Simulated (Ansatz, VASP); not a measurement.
## One calculation of SiC, two programs

Contents of POSCAR:

```
SiC
1.0
    3.0147301607      0.0000000001      0.0000000000
   -1.5073650804      2.6108329047      0.0000000000
    0.0000000000      0.0000000000      9.8710176640
Si C
4 4
Direct
    0.0000000000      0.0000000000     -0.0001405664
    0.3333333333      0.6666666667      0.2499083814
    0.0000000000      0.0000000000      0.4998594336
    0.6666666667      0.3333333333      0.7499083814
    0.0000000000      0.0000000000      0.1872833956
    0.3333333333      0.6666666667      0.4379487895
    0.0000000000      0.0000000000      0.6872833956
    0.6666666667      0.3333333333      0.9379487895
```

The input INCAR.step1:

```
PREC = Accurate
ENCUT = 520
ISMEAR = 0
SIGMA = 0.01
LREAL = False
LASPH = True
NELM = 100
NBANDS = 26
GGA = PE
ALGO = Normal
EDIFF = 1E-4
LWAVE = True
LCHARG = False
```

The input INCAR.step2:

```
PREC = Accurate
ENCUT = 520
EDIFF = 1E-6
ISMEAR = 0
SIGMA = 0.01
LREAL = False
LASPH = True
NELM = 100
ALGO = Normal
ISIF = 2
LWAVE = False
LCHARG = False
METAGGA = R2SCAN
LMIXTAU = True
NBANDS = 26
ISTART = 1
```

KPOINTS

```
regular mesh
0
Gamma
  9 9 2
```

Input for Ansatz:

```yaml
crystal:
  lattice:
    - [3.0147301607, 1.0e-10, 0.0]
    - [-1.5073650804, 2.6108329047, 0.0]
    - [0.0, 0.0, 9.871017664]
  atoms:
    - { symbol: Si, position: [0.0, 0.0, -0.0001405664] }
    - { symbol: Si, position: [0.3333333333, 0.6666666667, 0.2499083814] }
    - { symbol: Si, position: [0.0, 0.0, 0.4998594336] }
    - { symbol: Si, position: [0.6666666667, 0.3333333333, 0.7499083814] }
    - { symbol: C, position: [0.0, 0.0, 0.1872833956] }
    - { symbol: C, position: [0.3333333333, 0.6666666667, 0.4379487895] }
    - { symbol: C, position: [0.0, 0.0, 0.6872833956] }
    - { symbol: C, position: [0.6666666667, 0.3333333333, 0.9379487895] }
kpoints:
  mp_grid: { grid: [9, 9, 2] }
hamiltonian:
  xc: r2scan
scf:
  occupations: { method: fixed }
  n_extra_bands: 6
output:
  forces: true
  stress: true
  eigenvalues: true
```

Alike in both runs: task single point; functional r2SCAN; k mesh 9 × 9 × 2; no spin polarisation.

|  | VASP | Ansatz |
| --- | --- | --- |
| version | VASP 6.6.1 | Ansatz 0.2.0 |
| potentials or method | VASP PAW PBE potentials, release 64 (Si, C) | plane waves, PAW |
| plane-wave cutoff (eV) | 520 | 500 |
| occupations | gaussian, width 0.01 eV | fixed |
| valence electrons in the cell | 32 | 32 |

```csv
,VASP,Ansatz,Ansatz less VASP
gap on the k mesh at the Fermi level (eV),2.76,2.75,-0.013
pressure (GPa),15.6,15.9,+0.25
"traceless stress, the component that is largest in VASP (GPa)",-0.17,-0.18,-0.011
rms of the force components (eV/Å),0.008,0.008,+0.0007
```

VASP's potentials were made for PBE, not for r2SCAN. Atom by atom the forces differ by 0.001 eV/Å (rms over components).
